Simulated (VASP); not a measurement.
A run of VASP 6.6.1:

INCAR

```
PREC = Accurate ; ENCUT = 600
EDIFF = 1E-6 ; ISMEAR = 0
SIGMA = 0.1 ; LREAL = False
LASPH = True ; NELM = 100
ALGO = Normal ; ISIF = 3
LWAVE = False ; LCHARG = False
GGA = PS ; IBRION = 2
NSW = 70 ; EDIFFG = -0.005
```

KPOINTS

```
regular mesh
0
Gamma
  10 10 10
```

Contents of POSCAR:

```
YB6
1.0
    4.0977642473      0.0000000000      0.0000000000
    0.0000000000      4.0977642473      0.0000000000
    0.0000000000      0.0000000000      4.0977642473
Y B
1 6
Direct
    0.0000000000      0.0000000000      0.0000000000
    0.1989100792      0.5000000000      0.5000000000
    0.5000000000      0.1989100792      0.5000000000
    0.8010899208      0.5000000000      0.5000000000
    0.5000000000      0.8010899208      0.5000000000
    0.5000000000      0.5000000000      0.1989100792
    0.5000000000      0.5000000000      0.8010899208
```

Potentials or basis: VASP PAW PBE potentials, release 64 (Y_sv, B).

Run with:

```sh
$ cat potpaw_PBE.64/Y_sv/POTCAR potpaw_PBE.64/B/POTCAR > POTCAR
$ mpirun -np 1 vasp_std > vasp.out
```

Hardware: 1 thread of Intel(R) Xeon(R) Platinum 8488C (Sapphire Rapids) (shared host).

Task: How long does it take, and how much memory?

Result: Wall time 2.9 min on 1 thread of Intel(R) Xeon(R) Platinum 8488C (Sapphire Rapids), with other jobs on the host, peak memory 0.28 GiB. Counts: scf iterations 43, k points 56, ion steps 5.
